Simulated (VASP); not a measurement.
# C in VASP: notebook, part 3 of 3

VASP 6.6.1. The steps go on from the part before.

## (5) Single point, PBE0

This run uses another cell than the first one, of 22.27 Å³/atom, 1.064 times its volume.

Input file POSCAR:

```
C
1.0
    2.4561701622      0.0000000000      0.0000000000
   -1.2280850811      2.1271057565      0.0000000000
    0.0000000000      0.0000000000      8.5238033600
C
2
Direct
    0.6666666667      0.3333333333      0.0000000000
    0.3333333333      0.6666666667      0.0000000000
```

Input file INCAR.step1:

```
SYSTEM = C
  ALGO = Normal
  EDIFF = 1E-5
  ENCUT = 520
  GGA = PE
  ISIF = 2
  ISMEAR = -1
  LASPH = .True.
  LCHARG = .False.
  LREAL = .False.
  LWAVE = .True.
  NBANDS = 11
  NELM = 60
  PREC = Accurate
  SIGMA = 0.05
```

Input file INCAR.step2:

```
SYSTEM = C
  AEXX = 0.25
  ALGO = Normal
  EDIFF = 1E-7
  ENCUT = 520
  GGA = PE
  ISIF = 2
  ISMEAR = -1
  ISTART = 1
  LASPH = .True.
  LCHARG = .False.
  LHFCALC = .True.
  LREAL = .False.
  LWAVE = .False.
  NBANDS = 11
  NELM = 60
  PREC = Accurate
  PRECFOCK = Normal
  SIGMA = 0.05
```

Input file KPOINTS:

```
k-points
0
Gamma
  6 6 2
  0 0 0
```

Potentials or basis: VASP PAW PBE potentials, release 64 (C).

Started as:

```sh
$ cat potpaw_PBE.64/C/POTCAR > POTCAR
$ cp INCAR.step1 INCAR
$ mpirun -np 1 vasp_std > vasp.out
$ cp INCAR.step2 INCAR
$ mpirun -np 1 vasp_std > vasp.out
```

OUTCAR:

```text
SYSTEM = C
   AEXX = 0.25
   EDIFF = 1E-7
   ENCUT = 520
   GGA = PE
   ISIF = 2
   ISMEAR = -1
   ISTART = 1
   LASPH = .True.
   LHFCALC = .True.
   LREAL = .False.
   NELM = 60
   PREC = Accurate
   PRECFOCK = Normal

 ion  position               nearest neighbor table
   1  0.667  0.333  0.000-   2 1.42   2 1.42   2 1.42
   2  0.333  0.667  0.000-   1 1.42   1 1.42   1 1.42

  LATTYP: Found a hexagonal cell.
 ALAT       =     2.4561701622
 C/A-ratio  =     3.4703635323

  Lattice vectors:

 A1 = (   2.4561701622,   0.0000000000,   0.0000000000)
 A2 = (  -1.2280850811,   2.1271057565,   0.0000000000)
 A3 = (   0.0000000000,   0.0000000000,   8.5238033600)

Analysis of symmetry for initial positions (statically):
=====================================================================
 Subroutine PRICEL returns:
 Original cell was already a primitive cell.

 Routine SETGRP: Setting up the symmetry group for a
 hexagonal supercell.

 Subroutine GETGRP returns: Found 24 space group operations
[... 167 lines left out ...]

 k-point     1 :       0.0000    0.0000    0.0000
  band No.  band energies     occupation
      1     -23.3296      2.00000
      2     -10.1079      2.00000
      3      -5.1609      2.00000
      4      -5.1609      2.00000
      5       2.7542      0.00000
      6       5.1902      0.00000
      7       6.7716      0.00000
      8       8.9599      0.00000
      9       8.9599      0.00000
     10      12.8784      0.00000
     11      13.7041      0.00000
[... 169 lines left out ...]
 k-point    14 :       0.3333    0.3333    0.5000
  band No.  band energies     occupation
      1     -15.7185      2.00000
      2     -15.7185      2.00000
      3     -13.3665      2.00000
      4      -1.0004      1.98879
      5      -1.0004      1.98879
      6      10.7400      0.00000
      7      13.4710      0.00000
      8      13.4710      0.00000
      9      13.8619      0.00000
     10      14.3980      0.00000
     11      14.3981      0.00000

------------------------ aborting loop because EDIFF is reached ----------------------------------------

  FORCE on cell =-STRESS in cart. coord.  units (eV):
  Direction    XX          YY          ZZ          XY          YZ          ZX
  --------------------------------------------------------------------------------------
  -------------------------------------------------------------------------------------
  Total       -0.2250164     -0.2250164     -0.0345355     -0.0000000      0.0000000      0.0000000
  in kB       -8.0955015     -8.0955015     -1.2424985     -0.0000000      0.0000000      0.0000000
  external PRESSURE =      -5.8111672 kB  Pullay stress =       0.0000000 kB

 VOLUME and BASIS-vectors are now :
 -----------------------------------------------------------------------------
  energy-cutoff  :      520.00
  volume of cell :       44.53
      direct lattice vectors                 reciprocal lattice vectors
     2.456170162  0.000000000  0.000000000     0.407137916  0.235061185  0.000000000
    -1.228085081  2.127105756  0.000000000     0.000000000  0.470122370  0.000000000
     0.000000000  0.000000000  8.523803360     0.000000000  0.000000000  0.117318521

 POSITION                                       TOTAL-FORCE (eV/Angst)
 -----------------------------------------------------------------------------------
      1.22809      0.70904      0.00000         0.000000      0.000000      0.000000
     -0.00000      1.41807      0.00000        -0.000000      0.000000     -0.000000
 -----------------------------------------------------------------------------------
    total drift:                               -0.000000      0.000000      0.000000

  FREE ENERGIE OF THE ION-ELECTRON SYSTEM (eV)
  ---------------------------------------------------
  free  energy   TOTEN  =       -22.1759851816 eV

  energy  without entropy=      -22.1756002223  energy(sigma->0) =      -22.17579270
```

Wall time 2.5 min (1 thread of Intel Xeon 6975P-C (Granite Rapids), shared host); peak memory 0.15 GiB.

Results:

| Quantity | Value |
| --- | --- |
| Free energy | -22.1760 eV |
| Band gap on the k mesh | zero (band 4 reaches -0.48 eV, above the bottom of band 5 at -1.00 eV) |

Caveat: the k points lie up to 0.49 Å⁻¹ apart; the PAW data sets were made with another functional, which shifts forces and pressure a little.

## (6) Single point, PBE0

This run uses another cell than the first one, of 22.71 Å³/atom, 1.085 times its volume.

Input file POSCAR:

```
C
1.0
    2.4724366638      0.0000000000      0.0000000000
   -1.2362183319      2.1411929601      0.0000000000
    0.0000000000      0.0000000000      8.5802540340
C
2
Direct
    0.6666666667      0.3333333333      0.0000000000
    0.3333333333      0.6666666667      0.0000000000
```

Input file INCAR.step1:

```
  PREC = Accurate
  ENCUT = 520
  EDIFF = 1E-5
  ISMEAR = -1
  SIGMA = 0.05
  LREAL = F
  LASPH = T
  NELM = 80
  ALGO = Normal
  ISIF = 2
  LWAVE = T
  LCHARG = F
  NBANDS = 11
  GGA = PE
```

Input file INCAR.step2:

```
  PREC = Accurate
  ENCUT = 520
  EDIFF = 1E-7
  ISMEAR = -1
  SIGMA = 0.05
  LREAL = F
  LASPH = T
  NELM = 80
  ALGO = Normal
  ISIF = 2
  LWAVE = F
  LCHARG = F
  GGA = PE
  LHFCALC = T
  AEXX = 0.25
  PRECFOCK = Normal
  NBANDS = 11
  ISTART = 1
```

Input file KPOINTS:

```
Automatic mesh
0
Gamma
  6 6 2
```

Potentials or basis: VASP PAW PBE potentials, release 64 (C).

Started as:

```sh
$ cat potpaw_PBE.64/C/POTCAR > POTCAR
$ cp INCAR.step1 INCAR
$ mpirun -np 1 vasp_std > vasp.out
$ cp INCAR.step2 INCAR
$ mpirun -np 1 vasp_std > vasp.out
```

Run time: 2.7 min. Hardware: 1 thread of Intel Xeon 6975P-C (Granite Rapids), shared host; peak memory 0.15 GiB.

It converged, with:

```
Free energy            : -22.1669 eV
Band gap on the k mesh : zero (band 4 reaches -0.59 eV, above the bottom of band 5 at -1.10 eV)
```

Levels at points of the mesh, in eV from the Fermi level:
```
           k point  band 2  band 3  band 4  band 5  band 6  band 7
(0.00, 0.00, 0.00)   -9.22   -4.42   -4.42    3.56    5.96    7.52
(0.50, 0.00, 0.00)  -15.48   -8.06   -3.25    2.44    8.47   11.54
(0.00, 0.00, 0.50)   -9.22   -4.42   -4.42    4.27    4.40    9.57
(0.50, 0.00, 0.50)  -15.48   -8.06   -3.26    2.44    8.47   12.20
```

Caveat: the k points lie up to 0.49 Å⁻¹ apart; the PAW data sets were made with another functional, which shifts forces and pressure a little.

## (7) The runs side by side

```tsv
cell	gap on the mesh (eV)
a = 2.406, b = 2.406, c = 8.350 Å, angles 90.0, 90.0, 120.0°, 2 atoms	none
a = 2.423, b = 2.423, c = 8.409 Å, angles 90.0, 90.0, 120.0°, 2 atoms	none
a = 2.440, b = 2.440, c = 8.467 Å, angles 90.0, 90.0, 120.0°, 2 atoms	none
a = 2.456, b = 2.456, c = 8.524 Å, angles 90.0, 90.0, 120.0°, 2 atoms	none
a = 2.472, b = 2.472, c = 8.580 Å, angles 90.0, 90.0, 120.0°, 2 atoms	none
```

Alike in all rows: task single point; level PBE0; potentials or basis VASP PAW PBE potentials, release 64 (C); no spin polarisation; k mesh 6 × 6 × 2; cutoff (eV) 520; smearing fermi-dirac 0.05 eV.

Caveats: all runs use coarse meshes; the PAW data sets were made with another functional, which shifts forces and pressure a little.

Absolute energies hang on the potentials; compare differences alone.
